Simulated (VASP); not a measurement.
# Si2Ni (Fm-3m) in VASP: notebook

Si2Ni is run at these levels: r2SCAN; tasks: single point, relaxation of cell and atoms.

Program: VASP 6.6.1. These are calculated values, not measurements. Logs are shortened: lines on timing, memory, paths and dates and some standing lists are left out, and cuts for length are marked.

## (1) The cell of the first run

The structure is cubic, space group Fm-3m (No. 225). The conventional cell has a = 5.396 Å, b = 5.396 Å, c = 5.396 Å, α = 90.00°, β = 90.00°, γ = 90.00°. Within 3.1 Å of Si (site symmetry -43m) lie 4 Ni at 2.34 Å and 6 Si at 2.70 Å. Ni (site symmetry m-3m) has 8 Si at 2.34 Å within 3.1 Å.

## (2) Single point, r2SCAN, collinear spin, ferromagnetic start

The input, POSCAR:

```
Si2Ni
1.0
    0.0000000000      2.6981547152      2.6981547152
    2.6981547152      0.0000000000      2.6981547152
    2.6981547152      2.6981547152      0.0000000000
Si Ni
2 1
Direct
    0.2500000000      0.2500000000      0.2500000000
    0.7500000000      0.7500000000      0.7500000000
    0.0000000000      0.0000000000      0.0000000000
```

The input, INCAR.step1:

```
SYSTEM = Si2Ni
PREC     = Accurate       ! precision mode
ENCUT    = 520            ! plane-wave cutoff, eV
ISMEAR   = 1              ! smearing method
SIGMA    = 0.05           ! smearing width, eV
LREAL    = .FALSE.        ! projectors in reciprocal space
LASPH    = .TRUE.         ! aspherical terms in the spheres
NELM     = 150            ! most SCF steps
ISPIN    = 2              ! spin polarisation
MAGMOM   = 0 0 1.5        ! initial moments
LMAXMIX  = 4              ! l up to which the mixer works
NBANDS   = 20             ! bands
GGA      = PE             ! functional
ALGO     = Normal         ! electronic algorithm
EDIFF    = 1E-4           ! SCF threshold, eV
LWAVE    = .TRUE.         ! write WAVECAR
LCHARG   = .FALSE.        ! write CHGCAR
```

The input, INCAR.step2:

```
SYSTEM = Si2Ni
PREC     = Accurate       ! precision mode
ENCUT    = 520            ! plane-wave cutoff, eV
EDIFF    = 1E-7           ! SCF threshold, eV
ISMEAR   = 1              ! smearing method
SIGMA    = 0.05           ! smearing width, eV
LREAL    = .FALSE.        ! projectors in reciprocal space
LASPH    = .TRUE.         ! aspherical terms in the spheres
NELM     = 150            ! most SCF steps
ALGO     = Normal         ! electronic algorithm
ISIF     = 2              ! what is computed and relaxed
LWAVE    = .FALSE.        ! write WAVECAR
LCHARG   = .FALSE.        ! write CHGCAR
ISPIN    = 2              ! spin polarisation
MAGMOM   = 0 0 1.5        ! initial moments
LORBIT   = 11             ! projections on sites
LMAXMIX  = 4              ! l up to which the mixer works
METAGGA  = R2SCAN         ! meta-GGA
LMIXTAU  = .TRUE.       
NBANDS   = 20             ! bands
ISTART   = 1
```

The input, KPOINTS:

```
regular mesh
0
G
  6 6 6
  0 0 0
```

Potentials or basis: VASP PAW PBE potentials, release 64 (Si, Ni).

The run is started by

```sh
> cat potpaw_PBE.64/Si/POTCAR potpaw_PBE.64/Ni/POTCAR > POTCAR
> cp INCAR.step1 INCAR
> mpirun -np 1 vasp_std > vasp.out
> cp INCAR.step2 INCAR
> mpirun -np 1 vasp_std > vasp.out
```

OUTCAR:

```text
SYSTEM = Si2Ni
   PREC = Accurate
   ENCUT = 520
   EDIFF = 1E-7
   ISMEAR = 1
   LREAL = .FALSE.
   LASPH = .TRUE.
   NELM = 150
   ISIF = 2
   ISPIN = 2
   LORBIT = 11
   METAGGA = R2SCAN
   ISTART = 1

 ion  position               nearest neighbor table
   1  0.250  0.250  0.250-   3 2.34   3 2.34   3 2.34   3 2.34   2 2.70   2 2.70   2 2.70   2 2.70
                             2 2.70   2 2.70
   2  0.750  0.750  0.750-   3 2.34   3 2.34   3 2.34   3 2.34   1 2.70   1 2.70   1 2.70   1 2.70
                             1 2.70   1 2.70
   3  0.000  0.000  0.000-   1 2.34   2 2.34   2 2.34   2 2.34   2 2.34   1 2.34   1 2.34   1 2.34

  LATTYP: Found a face centered cubic cell.
 ALAT       =     5.3963094304

  Lattice vectors:

 A1 = (   0.0000000000,   2.6981547152,   2.6981547152)
 A2 = (   2.6981547152,   0.0000000000,   2.6981547152)
 A3 = (   2.6981547152,   2.6981547152,   0.0000000000)

Analysis of symmetry for initial positions (statically):
=====================================================================
 Subroutine PRICEL returns:
 Original cell was already a primitive cell.

 Routine SETGRP: Setting up the symmetry group for a
 face centered cubic supercell.

 Subroutine GETGRP returns: Found 48 space group operations
 (whereof 48 operations were pure point group operations)
 out of a pool of 48 trial point group operations.

The static configuration has the point symmetry O_h .

Analysis of symmetry for dynamics (positions and initial velocities):
=====================================================================
 Subroutine PRICEL returns:
 Original cell was already a primitive cell.

 Routine SETGRP: Setting up the symmetry group for a
 face centered cubic supercell.

 Subroutine GETGRP returns: Found 48 space group operations
 (whereof 48 operations were pure point group operations)
 out of a pool of 48 trial point group operations.

The dynamic configuration has the point symmetry O_h .

Analysis of structural, dynamic, and magnetic symmetry:
=====================================================================
 Subroutine PRICEL returns:
 Original cell was already a primitive cell.

 Routine SETGRP: Setting up the symmetry group for a
 face centered cubic supercell.

 Subroutine GETGRP returns: Found 48 space group operations
 (whereof 48 operations were pure point group operations)
 out of a pool of 48 trial point group operations.

The overall configuration has the point symmetry O_h .

 Subroutine INISYM returns: Found 48 space group operations
 (whereof 48 operations are pure point group operations),
 and found     1 'primitive' translations

----------------------------------------------------------------------------------------

                                     Primitive cell

  volume of cell :      39.2853

  direct lattice vectors                    reciprocal lattice vectors
     0.000000000  2.698154715  2.698154715    -0.185311834  0.185311834  0.185311834
     2.698154715  0.000000000  2.698154715     0.185311834 -0.185311834  0.185311834
     2.698154715  2.698154715  0.000000000     0.185311834  0.185311834 -0.185311834

  length of vectors
     3.815766992  3.815766992  3.815766992     0.320969513  0.320969513  0.320969513

  position of ions in fractional coordinates (direct lattice)
     0.250000000  0.250000000  0.250000000
     0.750000000  0.750000000  0.750000000
     0.000000000  0.000000000  0.000000000

  ion indices of the primitive-cell ions
   primitive index   ion index
                 1           1
                 2           2
                 3           3

----------------------------------------------------------------------------------------

 KPOINTS: regular mesh

Automatic generation of k-mesh.
 Grid dimensions read from file:
 generate k-points for:    6    6    6

 Generating k-lattice:

  Cartesian coordinates                     Fractional coordinates (reciprocal lattice)
    -0.030885306  0.030885306  0.030885306     0.166666667  0.000000000  0.000000000
     0.030885306 -0.030885306  0.030885306     0.000000000  0.166666667  0.000000000
     0.030885306  0.030885306 -0.030885306     0.000000000  0.000000000  0.166666667

  Length of vectors
     0.053494919  0.053494919  0.053494919

  Shift w.r.t. Gamma in fractional coordinates (k-lattice)
     0.000000000  0.000000000  0.000000000

 Subroutine IBZKPT returns following result:
 ===========================================

 Found     16 irreducible k-points:

 Following reciprocal coordinates:
            Coordinates               Weight
  0.000000  0.000000  0.000000      1.000000
  0.166667  0.000000  0.000000      8.000000
  0.333333  0.000000  0.000000      8.000000
  0.500000  0.000000  0.000000      4.000000
  0.166667  0.166667  0.000000      6.000000
  0.333333  0.166667  0.000000     24.000000
[... 8 lines left out ...]
 -0.333333  0.333333  0.166667     24.000000
 -0.333333  0.500000  0.166667     12.000000
   k-points           NKPTS =     16   k-points in BZ     NKDIM =     16   number of bands    NBANDS=     20
   number of dos      NEDOS =    301   number of ions     NIONS =      3
   total plane-waves  NPLWV =  21952
   dimension x,y,z NGX =    28 NGY =   28 NGZ =   28
   dimension x,y,z NGXF=    56 NGYF=   56 NGZF=   56
   ions per type =               2   1
   NGX,Y,Z   is equivalent  to a cutoff of  12.20, 12.20, 12.20 a.u.
   NGXF,Y,Z  is equivalent  to a cutoff of  24.40, 24.40, 24.40 a.u.
 SYSTEM =  Si2Ni
   PREC   = accura    normal or accurate (medium, high low for compatibility)
   ISTART =      1    job   : 0-new  1-cont  2-samecut
   ICHARG =      0    charge: 1-file 2-atom 10-const
   ISPIN  =      2    spin polarized calculation?
   LNONCOLLINEAR =      F non collinear calculations
   LSORBIT =      F    spin-orbit coupling
   LASPH  =      T    aspherical Exc in radial PAW
   ENCUT  =  520.0 eV  38.22 Ry    6.18 a.u.   7.09  7.09  7.09*2*pi/ulx,y,z
   NELM   =    150;   NELMIN=  2; NELMDL=  0     # of ELM steps
   EDIFF  = 0.1E-06   stopping-criterion for ELM
   LREAL  =      F    real-space projection
   EDIFFG = 0.1E-05   stopping-criterion for IOM
   NSW    =      0    number of steps for IOM
   IBRION =     -1    ionic relax: 0-MD 1-quasi-New 2-CG
   NFREE  =      0    steps in history (QN), initial steepest desc. (CG)
   ISIF   =      2    stress and relaxation
   ISYM   =      2    0-nonsym 1-usesym 2-fastsym
   POTIM  = 0.5000    time-step for ionic-motion
   TEBEG  =    0.0;   TEEND  =   0.0 temperature during run
   PSTRESS=    0.0 pullay stress
   NELECT =      18.0000    total number of electrons
   NUPDOWN=      -1.0000    fix difference up-down
   EMIN   =  10.00;   EMAX   =-10.00  energy-range for DOS
   EFERMI =   0.00;   METHOD = LEGACY
   ISMEAR =     1;   SIGMA  =   0.05  broadening in eV -4-tet -1-fermi 0-gaus
   EFERMI_NEDOS =   21; number of points for ismear=-14 and -15
   IALGO  =     38    algorithm
   IMIX   =      4    mixing-type and parameters
     AMIX     =   0.40;   BMIX     =  1.00
     AMIX_MAG =   1.60;   BMIX_MAG =  1.00
  volume/ion in A,a.u.               =      13.10        88.37
  Fermi-wavevector in a.u.,A,eV,Ry     =   1.262086  2.384996 21.672178  1.592860
  Thomas-Fermi vector in A             =   2.395512
   LORBIT       =     11    0 simple, 1 ext, 2 COOP (PROOUT), +10 PAW based schemes
   METAGGA = R2SCAN    functional components
   LHFCALC =     F    Hartree Fock is set to
   AEXX    =    0.0000 exact exchange contribution
   IVDW    =     0    specifies the selected vdW correction
   LEPSILON=     F    determine dielectric tensor
   LRPA    =     F    only Hartree local field effects (RPA)
 spin polarized calculation
 Methfessel and Paxton  Order N= 1 SIGMA  =   0.05
  energy-cutoff  :      520.00
  volume of cell :       39.29
 maximum number of plane-waves:      1067
   NGX = 15   NGY = 15   NGZ = 15

 number of electron      17.9999997 magnetization      -0.0876085

 Free energy of the ion-electron system (eV)
  ---------------------------------------------------
  ext. energy  EPLUGINS =         0.00000000
  ---------------------------------------------------
  free energy    TOTEN  =       -30.51932246 eV

  energy without entropy =      -30.51894199  energy(sigma->0) =      -30.51919564

 E-fermi :  10.6370     XC(G=0): -12.3963

 val. band max:       10.5984510604   @ k =   0.0000   0.0000   0.0000
 cond. band min:      10.6515318722   @ k =   0.5000   0.3333   0.0000
 fundamental gap:      0.0530808117
 Fermi energy:        10.6369675399

 spin component 1

 k-point     1 :       0.0000    0.0000    0.0000
  band No.  band energies     occupation
      1      -4.1243      1.00000
      2       5.0422      1.00000
      3       5.0422      1.00000
      4       5.0422      1.00000
      5       6.7988      1.00000
      6       6.7988      1.00000
[... 12 lines left out ...]
     19      20.3925      0.00000
[... 328 lines left out ...]
      3       2.4979      1.00000
      4       4.0759      1.00000
      5       6.3580      1.00000
      6       6.7532      1.00000
[... 12 lines left out ...]
     19      24.8074      0.00000
     20      26.9827      0.00000
 Fermi energy:        10.6369675399

 spin component 2

 k-point     1 :       0.0000    0.0000    0.0000
  band No.  band energies     occupation
      1      -4.1405      1.00000
      2       4.9782      1.00000
      3       4.9782      1.00000
      4       4.9782      1.00000
      5       6.7553      1.00000
      6       6.7553      1.00000
[... 12 lines left out ...]
     19      20.3784      0.00000
[... 329 lines left out ...]
      4       4.0624      1.00000
      5       6.3009      1.00000
      6       6.6613      1.00000
[... 12 lines left out ...]
     19      24.7750      0.00000
     20      26.9721      0.00000

------------------------ aborting loop because EDIFF is reached ----------------------------------------

  FORCE on cell =-STRESS in cart. coord.  units (eV):
  Direction    XX          YY          ZZ          XY          YZ          ZX
  --------------------------------------------------------------------------------------
  -------------------------------------------------------------------------------------
  Total       -0.0634060     -0.0634060     -0.0634060      0.0000000     -0.0000000      0.0000000
  in kB       -2.5858906     -2.5858906     -2.5858906      0.0000000     -0.0000000      0.0000000
  external PRESSURE =      -2.5858906 kB  Pullay stress =       0.0000000 kB

 VOLUME and BASIS-vectors are now :
 -----------------------------------------------------------------------------
  energy-cutoff  :      520.00
  volume of cell :       39.29
      direct lattice vectors                 reciprocal lattice vectors
     0.000000000  2.698154715  2.698154715    -0.185311834  0.185311834  0.185311834
     2.698154715  0.000000000  2.698154715     0.185311834 -0.185311834  0.185311834
     2.698154715  2.698154715  0.000000000     0.185311834  0.185311834 -0.185311834

 POSITION                                       TOTAL-FORCE (eV/Angst)
 -----------------------------------------------------------------------------------
      1.34908      1.34908      1.34908         0.000000     -0.000000      0.000000
      4.04723      4.04723      4.04723        -0.000000     -0.000000     -0.000000
      0.00000      0.00000      0.00000        -0.000000      0.000000      0.000000
 -----------------------------------------------------------------------------------
    total drift:                               -0.000000     -0.000000      0.000000

  FREE ENERGIE OF THE ION-ELECTRON SYSTEM (eV)
  ---------------------------------------------------
  free  energy   TOTEN  =       -30.5193224569 eV

  energy  without entropy=      -30.5189419946  energy(sigma->0) =      -30.51919564

 total charge

# of ion       s       p       d       tot
------------------------------------------
    1        0.732   0.860   0.000   1.592
    2        0.732   0.860   0.000   1.592
    3        0.581   0.845   8.464   9.890
--------------------------------------------------
tot          2.044   2.566   8.464  13.074

 magnetization (x)

# of ion       s       p       d       tot
------------------------------------------
    1       -0.010  -0.001   0.000  -0.011
    2       -0.010  -0.001   0.000  -0.011
    3        0.001   0.004  -0.061  -0.056
--------------------------------------------------
tot         -0.019   0.001  -0.061  -0.079
```

It took 46 s on 1 thread of Intel Xeon 6975P-C (Granite Rapids), shared host; peak memory 0.19 GiB.

Results:

| Quantity | Value |
| --- | --- |
| Free energy | -30.5193 eV |
| Pressure | -0.3 GPa |
| Net moment | -0.09 μB per cell |
| Site moments | Si -0.01; Ni -0.06 μB |
| Valence electrons inside the program's atomic spheres | Si 1.59; Ni 9.89 |

Levels at points of the mesh, in eV from the Fermi level:
Spin up:
```tsv
k point	band 7	band 8	band 9	band 10	band 11	band 12
(0.00, 0.00, 0.00)	0.02	1.69	1.69	1.69	2.19	2.19
(0.50, 0.00, 0.00)	-3.60	-1.74	-1.74	1.80	1.80	2.07
(0.50, 0.50, 0.00)	-3.83	-3.76	-3.40	-0.40	1.44	7.96
```
Spin down:
```tsv
k point	band 7	band 8	band 9	band 10	band 11	band 12
(0.00, 0.00, 0.00)	-0.04	1.61	1.61	1.61	2.21	2.21
(0.50, 0.00, 0.00)	-3.67	-1.75	-1.75	1.73	1.73	2.02
(0.50, 0.50, 0.00)	-3.93	-3.79	-3.45	-0.52	1.41	7.94
```

Caveat: the PAW data sets were made with another functional, which shifts forces and pressure a little.

## (3) Relaxation of cell and atoms, r2SCAN, collinear spin, ferromagnetic start

This run uses another cell than the first one, of 13.17 Å³/atom.

The input, POSCAR:

```
Si2Ni
1.0
    0.0000000000      2.7030000000      2.7030000000
    2.7030000000      0.0000000000      2.7030000000
    2.7030000000      2.7030000000      0.0000000000
Si Ni
2 1
Direct
    0.2500000000      0.2500000000      0.2500000000
    0.7500000000      0.7500000000      0.7500000000
    0.0000000000      0.0000000000      0.0000000000
```

The input, INCAR.step1:

```
ALGO = Normal
EDIFF = 1E-4
ENCUT = 600
GGA = PE
ISMEAR = 1
ISPIN = 2
LASPH = T
LCHARG = F
LMAXMIX = 4
LREAL = F
LWAVE = T
MAGMOM = 0 0 1.5
NELM = 150
PREC = Accurate
SIGMA = 0.05
```

The input, INCAR.step2:

```
ALGO = Normal
EDIFF = 1E-6
EDIFFG = -0.02
ENCUT = 600
IBRION = 2
ISIF = 3
ISMEAR = 1
ISPIN = 2
ISTART = 1
LASPH = T
LCHARG = F
LMAXMIX = 4
LMIXTAU = T
LORBIT = 11
LREAL = F
LWAVE = F
MAGMOM = 0 0 1.5
METAGGA = R2SCAN
NELM = 150
NSW = 80
PREC = Accurate
SIGMA = 0.05
```

The input, KPOINTS:

```
k-points
0
Gamma
  6 6 6
```

Potentials or basis: VASP PAW PBE potentials, release 64 (Si, Ni).

The run is started by

```sh
> cat potpaw_PBE.64/Si/POTCAR potpaw_PBE.64/Ni/POTCAR > POTCAR
> cp INCAR.step1 INCAR
> mpirun -np 1 vasp_std > vasp.out
> cp INCAR.step2 INCAR
> mpirun -np 1 vasp_std > vasp.out
```

It took 74 s on 1 thread of Intel Xeon 6975P-C (Granite Rapids), shared host; peak memory 0.22 GiB.

It converged, with:

| Item | Value |
| --- | --- |
| Free energy | -30.5194 eV |
| Relaxed volume | 13.07 Å³/atom |
| Relaxed cell | a = 3.813 Å, b = 3.813 Å, c = 3.813 Å, α = 60.00°, β = 60.00°, γ = 60.00° |
| Space group after relaxing (to 0.1 Å) | Fm-3m (No. 225) |
| Energy gained by relaxing | 0.3 meV/atom |
| Ionic steps | 3 |
| Pressure after relaxing | 0.0 GPa |
| Net moment | -0.09 μB per cell |
| Site moments | Si -0.01; Ni -0.06 μB |
| Valence electrons inside the program's atomic spheres | Si 1.59; Ni 9.89 |

Step by step:
| step | energy change (eV) | largest force (eV/Å) | pressure (GPa) | volume (Å³) |
| --- | --- | --- | --- | --- |
| 1 | 0.0000 | 0.0000 | -1.13 | 39.50 |
| 2 | -0.0004 | 0.0000 | 0.95 | 38.97 |
| 3 | -0.0010 | 0.0000 | 0.02 | 39.20 |

Final structure:
```
Si Ni
1.0
     0.00000    2.69629    2.69629
     2.69629    0.00000    2.69629
     2.69629    2.69629    0.00000
Si Ni
2 1
Direct
  0.25000 0.25000 0.25000
  0.75000 0.75000 0.75000
  0.00000 0.00000 0.00000
```

Levels at points of the mesh, in eV from the Fermi level:
Spin up:
```tsv
k point	band 7	band 8	band 9	band 10	band 11	band 12
(0.00, 0.00, 0.00)	0.04	1.69	1.69	1.69	2.19	2.19
(0.50, 0.00, 0.00)	-3.62	-1.75	-1.75	1.79	1.79	2.07
(0.50, 0.50, 0.00)	-3.85	-3.77	-3.42	-0.40	1.44	7.95
```
Spin down:
```csv
k point,band 7,band 8,band 9,band 10,band 11,band 12
"(0.00, 0.00, 0.00)",-0.02,1.61,1.61,1.61,2.20,2.20
"(0.50, 0.00, 0.00)",-3.68,-1.76,-1.76,1.73,1.73,2.02
"(0.50, 0.50, 0.00)",-3.94,-3.80,-3.47,-0.52,1.40,7.93
```

Caveat: the PAW data sets were made with another functional, which shifts forces and pressure a little.
